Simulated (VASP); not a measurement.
# La (Im-3m) in VASP: a series of runs, part 2 of 2

VASP 6.6.1.

## Step 3: Single point, PBEsol, non-collinear spin, zero start, spin-orbit coupling

This run uses another cell than the first one, of 38.32 Å³/atom, 0.943 times its volume.

The input, INCAR:

```
SYSTEM = La
  PREC = Accurate
  ENCUT = 520
  EDIFF = 1E-6
  ISMEAR = -1
  SIGMA = 0.05
  LREAL = .FALSE.
  LASPH = .TRUE.
  NELM = 150
  ALGO = Normal
  ISIF = 2
  LWAVE = .FALSE.
  LCHARG = .FALSE.
  LNONCOLLINEAR = .TRUE.
  MAGMOM = 0 0 0
  LORBIT = 11
  LSORBIT = .TRUE.
  GGA_COMPAT = .FALSE.
  LORBMOM = .TRUE.
  LMAXMIX = 6
  GGA = PS
  NBANDS = 22
```

The input, KPOINTS:

```
Automatic mesh
0
G
  9 9 9
  0 0 0
```

The input, POSCAR:

```
La
1.0
   -2.1238310710      2.1238310710      2.1238310710
    2.1238310710     -2.1238310710      2.1238310710
    2.1238310710      2.1238310710     -2.1238310710
La
1
Direct
    0.0000000000      0.0000000000      0.0000000000
```

Potentials or basis: VASP PAW PBE potentials, release 64 (La).

The run is started by

```
cat potpaw_PBE.64/La/POTCAR > POTCAR
mpirun -np 1 vasp_ncl > vasp.out
```

OUTCAR:

```text
SYSTEM = La
   PREC = Accurate
   ENCUT = 520
   EDIFF = 1E-6
   ISMEAR = -1
   LREAL = .FALSE.
   LASPH = .TRUE.
   NELM = 150
   ISIF = 2
   LNONCOLLINEAR = .TRUE.
   LORBIT = 11
   LSORBIT = .TRUE.
   GGA = PS

 ion  position               nearest neighbor table
   1  0.000  0.000  0.000-

  LATTYP: Found a body centered cubic cell.
 ALAT       =     4.2476621420

  Lattice vectors:

 A1 = (  -2.1238310710,   2.1238310710,   2.1238310710)
 A2 = (   2.1238310710,  -2.1238310710,   2.1238310710)
 A3 = (   2.1238310710,   2.1238310710,  -2.1238310710)

Analysis of symmetry for initial positions (statically):
=====================================================================
 Subroutine PRICEL returns:
 Original cell was already a primitive cell.

 Routine SETGRP: Setting up the symmetry group for a
 body centered cubic supercell.

 Subroutine GETGRP returns: Found 48 space group operations
 (whereof 48 operations were pure point group operations)
 out of a pool of 48 trial point group operations.
[... 813 lines left out ...]
  free  energy   TOTEN  =        -5.4930062539 eV

  energy  without entropy=       -5.4653105967  energy(sigma->0) =       -5.47915843

 orbital moment (x)

 # of ion     p       d       f       tot
 ------------------------------------------------
  1         0.000   0.000   0.000   0.000
 ------------------------------------------------
            0.000   0.000   0.000   0.000

 orbital moment (y)

 # of ion     p       d       f       tot
 ------------------------------------------------
  1         0.000  -0.000   0.000  -0.000
 ------------------------------------------------
            0.000  -0.000   0.000  -0.000

 orbital moment (z)

 # of ion     p       d       f       tot
 ------------------------------------------------
  1         0.000   0.000  -0.000  -0.000
 ------------------------------------------------
            0.000   0.000  -0.000  -0.000

 Spin-Orbit-Coupling matrix elements

 Ion:    1  E_soc:     -0.6032139
 l=   1
     0.0000000    -0.0993202    -0.0993202
    -0.0993202     0.0000000    -0.0993202
    -0.0993202    -0.0993202     0.0000000
 l=   2
     0.0000000    -0.0000130     0.0000000    -0.0000130    -0.0010920
    -0.0000130     0.0000000    -0.0008190    -0.0000130    -0.0002730
     0.0000000    -0.0008190     0.0000000    -0.0008190     0.0000000
    -0.0000130    -0.0000130    -0.0008190     0.0000000    -0.0002730
    -0.0010920    -0.0002730     0.0000000    -0.0002730     0.0000000
 l=   3
     0.0000000    -0.0000105     0.0000000     0.0000000     0.0000000     0.0000011    -0.0000834
    -0.0000105     0.0000000    -0.0000176     0.0000000    -0.0000176    -0.0000281    -0.0000105
     0.0000000    -0.0000176     0.0000000    -0.0000411     0.0000011    -0.0000423     0.0000000
     0.0000000     0.0000000    -0.0000411     0.0000000    -0.0000411     0.0000000     0.0000000
     0.0000000    -0.0000176     0.0000011    -0.0000411     0.0000000    -0.0000423     0.0000000
     0.0000011    -0.0000281    -0.0000423     0.0000000    -0.0000423     0.0000000     0.0000011
    -0.0000834    -0.0000105     0.0000000     0.0000000     0.0000000     0.0000011     0.0000000

 total charge

# of ion       s       p       d       f       tot
--------------------------------------------------
    1        2.093   5.542   0.864   0.076   8.576

 magnetization (x)

# of ion       s       p       d       f       tot
--------------------------------------------------
    1        0.000  -0.000  -0.000   0.000  -0.000

 magnetization (y)

# of ion       s       p       d       f       tot
--------------------------------------------------
    1       -0.000  -0.000   0.000   0.000   0.000

 magnetization (z)

# of ion       s       p       d       f       tot
--------------------------------------------------
    1        0.000  -0.000   0.000   0.000   0.000
```

OSZICAR:

```text
N       E                     dE             d eps       ncg     rms          rms(c)
DAV:   1     0.124147718408E+03    0.12415E+03   -0.37304E+03  1556   0.136E+03
DAV:   2     0.111673892397E+02   -0.11298E+03   -0.10935E+03  1980   0.240E+02
DAV:   3    -0.407370005909E+01   -0.15241E+02   -0.14641E+02  2316   0.113E+02
DAV:   4    -0.540483129303E+01   -0.13311E+01   -0.13000E+01  3040   0.299E+01
DAV:   5    -0.549933155808E+01   -0.94500E-01   -0.94009E-01  2592   0.800E+00    0.201E+00
DAV:   6    -0.550128100228E+01   -0.19494E-02   -0.18040E-01  3008   0.321E+00    0.104E+00
DAV:   7    -0.549400276361E+01    0.72782E-02   -0.13528E-02  2696   0.893E-01    0.394E-01
DAV:   8    -0.549302731427E+01    0.97545E-03   -0.22266E-03  3012   0.368E-01    0.122E-01
DAV:   9    -0.549299621663E+01    0.31098E-04   -0.18302E-04  2672   0.891E-02    0.273E-02
DAV:  10    -0.549300373506E+01   -0.75184E-05   -0.21781E-05  2970   0.457E-02    0.977E-03
DAV:  11    -0.549300628305E+01   -0.25480E-05   -0.21916E-06  2680   0.142E-02    0.209E-03
DAV:  12    -0.549300625395E+01    0.29105E-07   -0.15097E-07  1692   0.526E-03
   1 F= -.54930063E+01 E0= -.54791584E+01  d E =-.276957E-01  mag=     0.0000     0.0000     0.0000
```

stdout:

```text
POSCAR found type information on POSCAR La
 POSCAR found :  1 types and       1 ions
 scaLAPACK will be used
 -----------------------------------------------------------------------------
|                                                                             |
|                                                                             |
|     You enforced a specific xc type in the INCAR file but a different       |
|     I HOPE YOU KNOW WHAT YOU ARE DOING!                                     |
|                                                                             |
 -----------------------------------------------------------------------------

 LDA part: xc-table for (Slater+PW92), standard interpolation
 POSCAR, INCAR and KPOINTS ok, starting setup
 FFT: planning ... GRIDC
 FFT: planning ... GRID_SOFT
 FFT: planning ... GRID
 WAVECAR not read
 entering main loop
```

It took 58 s on 1 thread of AMD EPYC 7R13 (Zen 3), shared host; peak memory 0.24 GiB.

Results:

```
Free energy                                           : -5.4930 eV
Pressure                                              : -2.6 GPa
Net moment                                            : 0.00 μB per cell
Valence electrons inside the program's atomic spheres : La 8.58
```

Moments on the atoms (μB; x, y, z):
```
La  0.00 0.00 0.00
```

Caveat: the PAW data sets were made with another functional, which shifts forces and pressure a little.
